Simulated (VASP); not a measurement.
# Zn12H (a cell with a defect) in VASP: notebook

Zn12H (a cell with a defect) is run at these levels: PBEsol; tasks: single point.

All numbers are computed with VASP 6.6.1; they aren't measurements. Logs are shortened: lines on timing, memory, paths and dates and some standing lists are left out, and cuts for length are marked.

**1. The cell of the first run**

The cell holds a defect, 13 atoms: a = 5.320 Å, b = 7.980 Å, c = 4.937 Å, α = 90.00°, β = 90.00°, γ = 120.00°.

**2. Single point, PBEsol**

File INCAR:

```
PREC = Accurate
ENCUT = 520
EDIFF = 1E-6
ISMEAR = -1
SIGMA = 0.05
LREAL = False
LASPH = True
NELM = 80
ALGO = Normal
ISIF = 2
LWAVE = False
LCHARG = False
GGA = PS
NBANDS = 84
```

File KPOINTS:

```
Automatic mesh
0
Gamma
  2 2 2
```

File POSCAR:

```
Zn12H
1.0
    5.3200000000      0.0000000000      0.0000000000
   -3.9900000000      6.9108830000      0.0000000000
    0.0000000000      0.0000000000      4.9369600000
Zn H
12 1
Direct
   -0.0034233947      0.0011483450     -0.0270909796
    0.1590582207      0.2174543247      0.5221173463
    0.0109930866      0.3414280735      0.0100593743
    0.1632095791      0.5523432542      0.5136544004
    0.0113263734      0.6710968780      0.0237649479
    0.1513307039      0.8748713150      0.5177427784
    0.5073546213      0.0046663088     -0.0216228788
    0.6718219649      0.2188338960      0.5179104360
    0.5164054299      0.3458810343     -0.0325915912
    0.6574368157      0.5519717781      0.4740370379
    0.5032926875      0.6680559009     -0.0054892110
    0.6539352866      0.8783845850      0.5017773090
    0.3272159250      0.1204045066      0.2584235301
```

Potentials or basis: VASP PAW PBE potentials, release 64 (Zn, H).

Run with:

```
> cat potpaw_PBE.64/Zn/POTCAR potpaw_PBE.64/H/POTCAR > POTCAR
> mpirun -np 1 vasp_std > vasp.out
```

OUTCAR:

```text
PREC = Accurate
   ENCUT = 520
   EDIFF = 1E-6
   ISMEAR = -1
   LREAL = False
   LASPH = True
   NELM = 80
   ISIF = 2
   GGA = PS

 ion  position               nearest neighbor table
   1  0.997  0.001  0.973-   7 2.62  11 2.64   2 2.68   3 2.68   5 2.69   7 2.70   6 2.75   9 2.76
                            12 2.81
   2  0.159  0.217  0.522-  13 1.95   8 2.60   4 2.66  10 2.67   1 2.68  12 2.70   6 2.71   8 2.72
                             9 2.75   3 2.86   3 2.96
   3  0.011  0.341  0.010-  11 2.61   5 2.63   9 2.66   9 2.68   1 2.68   7 2.69   4 2.85   2 2.86
                             4 2.88   8 2.89   8 2.96   2 2.96
   4  0.163  0.552  0.514-   6 2.61  12 2.61  10 2.64   8 2.64   2 2.66  10 2.70  11 2.84   3 2.85
                             5 2.86   3 2.88   5 2.94  11 3.00
   5  0.011  0.671  0.024-   9 2.63   3 2.63  11 2.63   7 2.66   1 2.69  11 2.69  10 2.76   6 2.82
                             4 2.86   6 2.87   4 2.94
   6  0.151  0.875  0.518-   4 2.61  10 2.61  12 2.66  12 2.66   2 2.71   1 2.75   8 2.76   7 2.81
                             5 2.82   5 2.87
   7  0.507  0.005  0.978-   1 2.62   5 2.66  11 2.68   3 2.69   9 2.70   1 2.70   8 2.71   6 2.81
                            12 2.82  12 3.01   8 3.05
   8  0.672  0.219  0.518-   2 2.60   4 2.64  12 2.67  10 2.71   7 2.71   2 2.72   9 2.73   6 2.76
                             3 2.89   3 2.96   7 3.05
   9  0.516  0.346  0.967-  11 2.61   5 2.63   3 2.66   3 2.68   7 2.70   8 2.73   2 2.75   1 2.76
                            10 2.82  10 2.88
  10  0.657  0.552  0.474-   6 2.61  12 2.62   4 2.64   2 2.67   4 2.70   8 2.71   5 2.76  11 2.81
                             9 2.82   9 2.88  11 2.98
  11  0.503  0.668  0.995-   9 2.61   3 2.61   5 2.63   1 2.64   7 2.68   5 2.69  10 2.81  12 2.83
                             4 2.84  12 2.90  10 2.98   4 3.00
  12  0.654  0.878  0.502-   4 2.61  10 2.62   6 2.66   6 2.66   8 2.67   2 2.70   1 2.81   7 2.82
                            11 2.83  11 2.90   7 3.01
  13  0.327  0.120  0.258-   2 1.95

  LATTYP: Found a simple monoclinic cell.
 ALAT       =     5.3200000000
 B/A-ratio  =     0.9280000000
 C/A-ratio  =     1.3228757068
 COS(beta)  =    -0.1889822292

  Lattice vectors:

 A1 = (   5.3200000000,   0.0000000000,   0.0000000000)
 A2 = (   0.0000000000,   0.0000000000,   4.9369600000)
 A3 = (  -1.3300000000,  -6.9108830000,   0.0000000000)

Analysis of symmetry for initial positions (statically):
=====================================================================
 Subroutine PRICEL returns:
 Original cell was already a primitive cell.

 Routine SETGRP: Setting up the symmetry group for a
 simple monoclinic supercell.

 Subroutine GETGRP returns: Found  1 space group operations
 (whereof  1 operations were pure point group operations)
 out of a pool of  4 trial point group operations.

The static configuration has the point symmetry C_1 .

Analysis of symmetry for dynamics (positions and initial velocities):
=====================================================================
 Subroutine PRICEL returns:
 Original cell was already a primitive cell.

 Routine SETGRP: Setting up the symmetry group for a
 simple monoclinic supercell.

 Subroutine GETGRP returns: Found  1 space group operations
 (whereof  1 operations were pure point group operations)
 out of a pool of  4 trial point group operations.

The dynamic configuration has the point symmetry C_1 .

 Subroutine INISYM returns: Found  1 space group operations
 (whereof  1 operations are pure point group operations),
 and found     1 'primitive' translations

----------------------------------------------------------------------------------------

                                     Primitive cell

  volume of cell :     181.5118

  direct lattice vectors                    reciprocal lattice vectors
     5.320000000  0.000000000  0.000000000     0.187969925  0.108524482  0.000000000
    -3.990000000  6.910883000  0.000000000     0.000000000  0.144699310  0.000000000
[... 48 lines left out ...]
   EFERMI_NEDOS =   21; number of points for ismear=-14 and -15
   IALGO  =     38    algorithm
   IMIX   =      4    mixing-type and parameters
     AMIX     =   0.40;   BMIX     =  1.00
     AMIX_MAG =   1.60;   BMIX_MAG =  1.00
  volume/ion in A,a.u.               =      13.96        94.22
  Fermi-wavevector in a.u.,A,eV,Ry     =   1.519017  2.870525 31.394246  2.307412
  Thomas-Fermi vector in A             =   2.628059
   LORBIT       =      0    0 simple, 1 ext, 2 COOP (PROOUT), +10 PAW based schemes
   GGA     = PS    functional components
   LHFCALC =     F    Hartree Fock is set to
   AEXX    =    0.0000 exact exchange contribution
   IVDW    =     0    specifies the selected vdW correction
   LEPSILON=     F    determine dielectric tensor
   LRPA    =     F    only Hartree local field effects (RPA)
 non-spin polarized calculation
  energy-cutoff  :      520.00
  volume of cell :      181.51
 maximum number of plane-waves:      4912
 NGX is ok and might be reduce to    40
   NGX = 19   NGY = 29   NGZ = 19

 number of electron     145.0000008 magnetization

 Free energy of the ion-electron system (eV)
  ---------------------------------------------------
  ext. energy  EPLUGINS =         0.00000000
  ---------------------------------------------------
  free energy    TOTEN  =       -21.76156145 eV

  energy without entropy =      -21.73399169  energy(sigma->0) =      -21.74777657

 E-fermi :   2.9407     XC(G=0): -11.7971

 val. band max:        2.8512508092   @ k =   0.5000   0.5000   0.0000
 cond. band min:       3.0246044280   @ k =   0.0000   0.0000   0.5000
 fundamental gap:      0.1733536188
 Fermi energy:         2.9407089443

 k-point     1 :       0.0000    0.0000    0.0000
  band No.  band energies     occupation
      1      -7.7614      2.00000
      2      -5.7146      2.00000
      3      -5.5423      2.00000
      4      -5.3484      2.00000
      5      -5.3264      2.00000
      6      -5.2868      2.00000
[... 685 lines left out ...]
     83       8.3256      0.00000
     84       8.5525      0.00000

------------------------ aborting loop because EDIFF is reached ----------------------------------------

  FORCE on cell =-STRESS in cart. coord.  units (eV):
  Direction    XX          YY          ZZ          XY          YZ          ZX
  --------------------------------------------------------------------------------------
  -------------------------------------------------------------------------------------
  Total       -6.6293048     -7.6218589      7.9868012      4.1133674      0.2219468      0.0437209
  in kB      -58.5158863    -67.2770140     70.4983046     36.3080818      1.9590913      0.3859176
  external PRESSURE =     -18.4315319 kB  Pullay stress =       0.0000000 kB

 VOLUME and BASIS-vectors are now :
 -----------------------------------------------------------------------------
  energy-cutoff  :      520.00
  volume of cell :      181.51
      direct lattice vectors                 reciprocal lattice vectors
     5.320000000  0.000000000  0.000000000     0.187969925  0.108524482  0.000000000
    -3.990000000  6.910883000  0.000000000     0.000000000  0.144699310  0.000000000
     0.000000000  0.000000000  4.936960000     0.000000000  0.000000000  0.202553798

 POSITION                                       TOTAL-FORCE (eV/Angst)
 -----------------------------------------------------------------------------------
      5.29721      0.00794      4.80321         0.014389     -0.000068     -0.019557
     -0.02145      1.50280      2.57767        -0.020351      0.004425      0.041125
     -1.30381      2.35957      0.04966        -0.014491     -0.039141      0.017738
     -1.33557      3.81718      2.53589         0.002723     -0.001766      0.007143
     -2.61742      4.63787      0.11733        -0.000375      0.010617     -0.014250
     -2.68566      6.04613      2.55608         0.013031      0.002286      0.016386
      2.68051      0.03225      4.83021         0.034055     -0.022143     -0.001738
      2.70095      1.51234      2.55690        -0.020994     -0.006457     -0.018545
      1.36721      2.39034      4.77606        -0.004923      0.008330     -0.053721
      1.29520      3.81461      2.34030         0.008238     -0.020998      0.012319
      0.01197      4.61686      4.90986        -0.001351      0.036069     -0.011738
     -0.02582      6.07041      2.47725         0.001461      0.025539     -0.014653
      1.26037      0.83210      1.27583        -0.011412      0.003307      0.039493
 -----------------------------------------------------------------------------------
    total drift:                               -0.000475      0.000125     -0.000279

  FREE ENERGIE OF THE ION-ELECTRON SYSTEM (eV)
  ---------------------------------------------------
  free  energy   TOTEN  =       -21.7615614510 eV

  energy  without entropy=      -21.7339916862  energy(sigma->0) =      -21.74777657
```

Wall time 71 s (1 thread of Intel Xeon 6975P-C (Granite Rapids), shared host); peak memory 0.33 GiB.

What came out:

| Item | Value |
| --- | --- |
| Free energy | -21.7616 eV |
| Pressure | -1.8 GPa |
| Largest force | 0.055 eV/Å |

Forces on the atoms (eV/Å):
```
Zn   0.014  0.000 -0.020
Zn  -0.020  0.004  0.041
Zn  -0.014 -0.039  0.018
Zn   0.003 -0.002  0.007
Zn   0.000  0.011 -0.014
Zn   0.013  0.002  0.016
Zn   0.034 -0.022 -0.002
Zn  -0.021 -0.006 -0.019
Zn  -0.005  0.008 -0.054
Zn   0.008 -0.021  0.012
Zn  -0.001  0.036 -0.012
Zn   0.001  0.026 -0.015
H   -0.011  0.003  0.039
```

Stress tensor (GPa, compression positive):
```
-5.85  3.63  0.04
 3.63 -6.73  0.20
 0.04  0.20  7.05
```

Levels at points of the mesh, in eV from the Fermi level:
| k point | band 69 | band 70 | band 71 | band 72 | band 73 | band 74 | band 75 | band 76 |
| --- | --- | --- | --- | --- | --- | --- | --- | --- |
| (0.00, 0.00, 0.00) | -2.06 | -0.78 | -0.67 | -0.41 | 0.43 | 0.62 | 0.66 | 1.85 |
| (0.50, 0.00, 0.00) | -1.73 | -1.23 | -1.13 | -1.08 | -0.52 | -0.29 | 0.14 | 0.29 |
| (0.00, 0.50, 0.00) | -2.56 | -2.42 | -2.13 | -2.01 | 0.53 | 0.59 | 1.74 | 1.82 |
| (0.50, 0.50, 0.00) | -2.04 | -1.65 | -0.15 | -0.09 | 0.46 | 0.96 | 1.31 | 1.42 |
| (0.00, 0.00, 0.50) | -2.64 | -2.46 | -1.92 | -1.81 | -0.11 | 0.08 | 2.03 | 2.40 |
| (0.50, 0.00, 0.50) | -1.26 | -0.84 | -0.77 | -0.68 | 1.32 | 1.89 | 1.98 | 2.09 |
| (0.00, 0.50, 0.50) | -2.10 | -1.96 | -1.82 | -1.81 | -0.17 | 0.12 | 0.19 | 0.23 |
| (0.50, 0.50, 0.50) | -2.91 | -2.83 | -2.73 | -2.60 | 2.77 | 4.39 | 4.52 | 4.56 |

Caveat: the k points lie up to 0.68 Å⁻¹ apart; the PAW data sets were made with another functional, which shifts forces and pressure a little.

**3. Single point, PBEsol**

File INCAR:

```
PREC = Accurate
ENCUT = 520
EDIFF = 1E-6
ISMEAR = -1
SIGMA = 0.002
LREAL = F
LASPH = T
NELM = 100
ALGO = Normal
ISIF = 2
LWAVE = F
LCHARG = T
GGA = PS
LELF = T
LVHAR = T
NBANDS = 84
```

KPOINTS is that of step 2.

File POSCAR:

```
Zn12H
1.0
    5.3200000000      0.0000000000      0.0000000000
   -3.9900000000      6.9108830000      0.0000000000
    0.0000000000      0.0000000000      4.9369600000
Zn H
12 1
Direct
    0.0024236153     -0.0008537259     -0.0837357402
    0.1667075295      0.2069634228      0.4830097874
    0.0100394821      0.3734110388      0.0343936349
    0.1629145059      0.5450388901      0.4960542520
   -0.0162137104      0.6946724463      0.0400651413
    0.1234639048      0.8667488655      0.5068908802
    0.5155197060     -0.0053972843      0.0156979194
    0.6916810264      0.2178303409      0.5397248509
    0.5137540619      0.3525743382     -0.0283980425
    0.6672586692      0.5383248421      0.4542471480
    0.5185146807      0.6625057898      0.0154345994
    0.6453293999      0.8750256660      0.5205835170
    0.4142107899      0.0747371935      0.2770328299
```

Potentials or basis: VASP PAW PBE potentials, release 64 (Zn, H).

Run with:

```
> cat potpaw_PBE.64/Zn/POTCAR potpaw_PBE.64/H/POTCAR > POTCAR
> mpirun -np 1 vasp_std > vasp.out
```

Run time: 66 s. Hardware: 1 thread of Intel Xeon 6975P-C (Granite Rapids), shared host; peak memory 0.33 GiB.

It converged, with:

| Quantity | Value |
| --- | --- |
| Free energy | -21.0346 eV |
| Pressure | 0.7 GPa |
| Largest force | 1.481 eV/Å |

Forces on the atoms (eV/Å):
```
Zn  -0.125  0.838  0.662
Zn  -0.046  0.372 -0.048
Zn   0.242 -0.573 -0.443
Zn   0.242  0.231  0.403
Zn   1.341 -0.463 -0.425
Zn   0.570 -0.031  0.119
Zn   0.247  0.144 -0.943
Zn  -0.257  0.071  0.345
Zn  -0.134 -0.607 -0.352
Zn  -0.443 -0.255  0.478
Zn  -1.279  0.392 -0.380
Zn  -0.077 -0.304  0.076
H   -0.282  0.185  0.509
```

Stress tensor (GPa, compression positive):
```
-2.55  2.53 -0.23
 2.53 -5.03  0.00
-0.23  0.00  9.69
```

Levels at points of the mesh, in eV from the Fermi level:
```tsv
k point	band 70	band 71	band 72	band 73	band 74	band 75
(0.00, 0.00, 0.00)	-0.75	-0.58	-0.20	0.34	0.62	0.94
(0.50, 0.00, 0.00)	-1.19	-1.12	-0.92	-0.48	-0.24	0.27
(0.00, 0.50, 0.00)	-2.30	-1.88	-1.76	0.41	0.79	1.78
(0.50, 0.50, 0.00)	-1.51	-0.08	-0.07	0.41	0.97	1.36
(0.00, 0.00, 0.50)	-2.33	-2.00	-1.55	-0.03	0.03	1.70
(0.50, 0.00, 0.50)	-0.88	-0.67	-0.47	1.30	1.89	2.06
(0.00, 0.50, 0.50)	-1.83	-1.67	-1.42	-0.46	0.10	0.19
(0.50, 0.50, 0.50)	-2.80	-2.47	-2.42	2.47	4.09	4.33
```

Caveat: the k points lie up to 0.68 Å⁻¹ apart; the PAW data sets were made with another functional, which shifts forces and pressure a little.

**4. Single point, PBEsol**

File INCAR:

```
ALGO = Normal ; EDIFF = 1E-6
ENCUT = 520 ; GGA = PS
ISIF = 2 ; ISMEAR = -1
LASPH = T ; LCHARG = F
LREAL = F ; LWAVE = F
NBANDS = 84 ; NELM = 80
PREC = Accurate ; SIGMA = 0.002
```

File KPOINTS:

```
k-points
0
Gamma
  2 2 2
```

File POSCAR:

```
Zn12H
1.0
    5.3200000000      0.0000000000      0.0000000000
   -3.9900000000      6.9108830000      0.0000000000
    0.0000000000      0.0000000000      4.9369600000
Zn H
12 1
Direct
    0.0184557273      0.0142818219     -0.1193041872
    0.1730434655      0.2067897836      0.4442004796
    0.0038779119      0.3920627798      0.0466076290
    0.1732277656      0.5428249907      0.4911321947
   -0.0142750853      0.7096632948      0.0431034483
    0.1031286311      0.8514396785      0.4998217527
    0.5280536540     -0.0093620453      0.0353861486
    0.7162188522      0.2226777678      0.5727613754
    0.4988534303      0.3466416665     -0.0361153422
    0.6631419715      0.5198033305      0.4500542844
    0.5068143394      0.6652261368      0.0269599106
    0.6304542013      0.8654176319      0.5376790576
    0.4421663212      0.0344673756      0.3855611550
```

Run with:

```
> cat potpaw_PBE.64/Zn/POTCAR potpaw_PBE.64/H/POTCAR > POTCAR
> mpirun -np 1 vasp_std > vasp.out
```

It took 69 s on 1 thread of Intel Xeon 6975P-C (Granite Rapids), shared host; peak memory 0.33 GiB.

The run converged. Its results:

```
Free energy   : -20.8788 eV
Pressure      : 2.4 GPa
Largest force : 1.307 eV/Å
```

Forces on the atoms (eV/Å):
```
Zn  -0.049  0.664  1.125
Zn  -0.032  0.069 -0.277
Zn  -0.013 -0.975 -0.592
Zn   0.168  0.281  0.729
Zn   0.891 -0.479 -0.753
Zn   0.245 -0.196  0.266
Zn  -0.237  0.609 -0.416
Zn  -0.058  0.250  0.328
Zn  -0.086 -0.336 -0.234
Zn  -0.163 -0.041  0.313
Zn  -0.693  0.334 -0.384
Zn  -0.034 -0.250 -0.197
H    0.061  0.070  0.091
```

Stress tensor (GPa, compression positive):
```
 0.61  2.09 -0.83
 2.09 -2.71  0.92
-0.83  0.92  9.40
```

Levels at points of the mesh, in eV from the Fermi level:
```tsv
k point	band 70	band 71	band 72	band 73	band 74	band 75
(0.00, 0.00, 0.00)	-1.03	-0.50	0.01	0.39	0.77	0.96
(0.50, 0.00, 0.00)	-1.17	-1.10	-0.94	-0.35	-0.27	0.16
(0.00, 0.50, 0.00)	-2.27	-1.85	-1.66	0.28	0.69	1.90
(0.50, 0.50, 0.00)	-1.46	-0.35	-0.01	0.76	0.87	1.31
(0.00, 0.00, 0.50)	-2.35	-1.88	-1.42	-0.09	0.21	1.55
(0.50, 0.00, 0.50)	-1.00	-0.61	-0.39	1.43	1.88	1.99
(0.00, 0.50, 0.50)	-1.62	-1.50	-1.21	-0.63	-0.02	0.19
(0.50, 0.50, 0.50)	-2.83	-2.41	-2.35	2.70	3.87	4.18
```

Caveat: the k points lie up to 0.68 Å⁻¹ apart; the PAW data sets were made with another functional, which shifts forces and pressure a little.

**5. Single point, PBEsol**

File INCAR:

```
PREC = Accurate
ENCUT = 520
EDIFF = 1E-7
ISMEAR = -1
SIGMA = 0.002
LREAL = F
LASPH = T
NELM = 60
ALGO = Normal
ISIF = 2
LWAVE = F
LCHARG = F
GGA = PS
NBANDS = 84
```

File KPOINTS:

```
Automatic mesh
0
Gamma
  2 2 2
```

File POSCAR:

```
Zn12H
1.0
    5.3200000000      0.0000000000      0.0000000000
   -3.9900000000      6.9108830000      0.0000000000
    0.0000000000      0.0000000000      4.9369600000
Zn H
12 1
Direct
    0.0414967127      0.0420206796     -0.1222007065
    0.1766615323      0.2100599880      0.4002665608
   -0.0164103322      0.3898488804      0.0422527223
    0.1906877371      0.5449520705      0.5067490926
    0.0065812291      0.7141634434      0.0254610124
    0.0922985551      0.8342928103      0.4994369004
    0.5413148015     -0.0004775077      0.0403487166
    0.7428210365      0.2319819334      0.6152571623
    0.4776730301      0.3352683007     -0.0505371727
    0.6546110973      0.5016869769      0.4559891107
    0.4800357643      0.6741830241      0.0262914830
    0.6124594105      0.8492691889      0.5528908478
    0.4884014012      0.0466655274      0.3903819354
```

Run with:

```
> cat potpaw_PBE.64/Zn/POTCAR potpaw_PBE.64/H/POTCAR > POTCAR
> mpirun -np 1 vasp_std > vasp.out
```

Run time: 75 s. Hardware: 1 thread of Intel Xeon 6975P-C (Granite Rapids), shared host; peak memory 0.33 GiB.

Results (log left out):

```
Free energy   : -20.9298 eV
Pressure      : 2.5 GPa
Largest force : 0.946 eV/Å
```

Forces in eV/Å, atoms in the order of the input:
```
Zn  -0.361 -0.618  0.338
Zn  -0.164 -0.501 -0.041
Zn   0.271 -0.530  0.218
Zn  -0.280 -0.425  0.225
Zn  -0.240 -0.395 -0.463
Zn   0.090  0.516  0.289
Zn  -0.334  0.582 -0.186
Zn  -0.071 -0.514 -0.476
Zn   0.066  0.916  0.227
Zn   0.133  0.596 -0.249
Zn   0.452 -0.173 -0.138
Zn   0.438  0.682 -0.076
H    0.002 -0.136  0.333
```

Stress tensor (GPa, compression positive):
```
-0.12  3.12 -1.52
 3.12 -1.40  0.81
-1.52  0.81  8.97
```

Levels at points of the mesh, in eV from the Fermi level:
| k point | band 68 | band 69 | band 70 | band 71 | band 72 | band 73 | band 74 | band 75 | band 76 | band 77 |
| --- | --- | --- | --- | --- | --- | --- | --- | --- | --- | --- |
| (0.00, 0.00, 0.00) | -2.72 | -2.24 | -0.92 | -0.55 | 0.04 | 0.18 | 0.76 | 0.94 | 1.54 | 1.99 |
| (0.50, 0.00, 0.00) | -1.78 | -1.47 | -1.23 | -1.17 | -0.92 | -0.39 | -0.24 | 0.13 | 0.61 | 2.08 |
| (0.00, 0.50, 0.00) | -2.68 | -2.51 | -2.26 | -2.12 | -1.71 | 0.41 | 0.64 | 1.88 | 1.91 | 2.35 |
| (0.50, 0.50, 0.00) | -2.13 | -1.71 | -1.35 | -0.34 | -0.02 | 0.75 | 0.85 | 1.30 | 1.66 | 1.81 |
| (0.00, 0.00, 0.50) | -2.55 | -2.43 | -2.33 | -1.98 | -1.45 | -0.13 | 0.02 | 1.54 | 2.23 | 2.38 |
| (0.50, 0.00, 0.50) | -5.20 | -1.67 | -1.01 | -0.65 | -0.55 | 1.46 | 1.77 | 2.03 | 2.28 | 3.64 |
| (0.00, 0.50, 0.50) | -2.42 | -2.15 | -1.72 | -1.31 | -1.25 | -0.64 | -0.19 | 0.15 | 0.32 | 1.67 |
| (0.50, 0.50, 0.50) | -4.20 | -3.15 | -2.72 | -2.57 | -2.45 | 2.81 | 3.77 | 4.08 | 4.31 | 4.59 |

Caveat: the k points lie up to 0.68 Å⁻¹ apart; the PAW data sets were made with another functional, which shifts forces and pressure a little.
